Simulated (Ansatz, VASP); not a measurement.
## Two plane-wave programs on Cu3N

Contents of INCAR:

```
PREC = Accurate
ENCUT = 600
EDIFF = 1E-6
ISMEAR = 0
SIGMA = 0.01
LREAL = F
LASPH = T
NELM = 120
ALGO = Normal
ISIF = 2
LWAVE = F
LCHARG = T
GGA = PE
LELF = T
LVHAR = T
NBANDS = 27
GGA_COMPAT = F
```

Contents of KPOINTS:

```
Automatic mesh
0
Gamma
  10 10 10
```

Contents of POSCAR:

```
Cu3N
1.0
    3.8070000000      0.0000000000      0.0000000000
    0.0000000000      3.8070000000      0.0000000000
    0.0000000000      0.0000000000      3.8070000000
Cu N
3 1
Direct
    0.5000000000      0.0000000000      0.0000000000
    0.0000000000      0.5000000000      0.0000000000
    0.0000000000      0.0000000000      0.5000000000
    0.0000000000      0.0000000000      0.0000000000
```

Input for Ansatz:

```yaml
crystal:
  lattice:
    - [3.807, 0.0, 0.0]
    - [0.0, 3.807, 0.0]
    - [0.0, 0.0, 3.807]
  atoms:
    - { symbol: Cu, position: [0.5, 0.0, 0.0] }
    - { symbol: Cu, position: [0.0, 0.5, 0.0] }
    - { symbol: Cu, position: [0.0, 0.0, 0.5] }
    - { symbol: "N", position: [0.0, 0.0, 0.0] }
basis:
  ecutwfc: 420
kpoints:
  mp_grid: { grid: [10, 10, 10] }
hamiltonian:
  xc: pbe
scf:
  occupations: { method: gaussian, width: 0.01 }
output:
  forces: true
  stress: true
  eigenvalues: true
  populations: true
```

Alike in both runs: task single point; functional PBE; k mesh 10 × 10 × 10; occupations gaussian, width 0.01 eV; no spin polarisation.

```csv
,VASP,Ansatz
version,VASP 6.6.1,Ansatz 0.2.0
potentials or method,"VASP PAW PBE potentials, release 64 (Cu, N), cutoff 600 eV","scalar-relativistic, plane waves, PAW"
valence electrons in the cell,38,62
```

|  | VASP | Ansatz | Ansatz less VASP |
| --- | --- | --- | --- |
| gap on the k mesh at the Fermi level (eV) | 0.19 | 0.17 | -0.023 |
| least direct gap on the mesh (eV) | 0.74 | 0.70 | -0.034 |
| pressure (GPa) | 2.7 | 1.9 | -0.77 |

VASP's potentials hold 38 valence electrons a cell and Ansatz's 62, so a difference there can come from the potentials and not from the codes.
